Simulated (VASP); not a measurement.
A run of VASP 6.6.1:

The input INCAR:

```
  PREC = Accurate
  ENCUT = 600
  EDIFF = 1E-6
  ISMEAR = 0
  SIGMA = 0.05
  LREAL = F
  LASPH = T
  NELM = 120
  ALGO = Normal
  ISIF = 2
  LWAVE = F
  LCHARG = F
  GGA = PE
  NBANDS = 19
  GGA_COMPAT = F
```

KPOINTS

```
Automatic mesh
0
Gamma
  4 4 4
```

File POSCAR:

```
Ba2C
1.0
    0.0000000000      3.5588750376      3.5588750376
    3.5588750376      0.0000000000      3.5588750376
    3.5588750376      3.5588750376      0.0000000000
C Ba
1 2
Direct
    0.0000000000      0.0000000000      0.0000000000
    0.2500000000      0.2500000000      0.2500000000
    0.7500000000      0.7500000000      0.7500000000
```

Potentials or basis: VASP PAW PBE potentials, release 64 (C, Ba_sv).

Command:

```console
$ cat potpaw_PBE.64/C/POTCAR potpaw_PBE.64/Ba_sv/POTCAR > POTCAR
$ mpirun -np 1 vasp_std > vasp.out
```

Hardware: 1 thread of AMD EPYC 7R43 64-Core Processor (Zen 3), on a shared host.

**Question.** Estimate the wall time of this run.

**Answer.** Wall time 27 s on 1 thread of AMD EPYC 7R43 64-Core Processor (Zen 3), on a shared host, peak memory 0.2 GiB. Counts: scf iterations 15, k points 8.
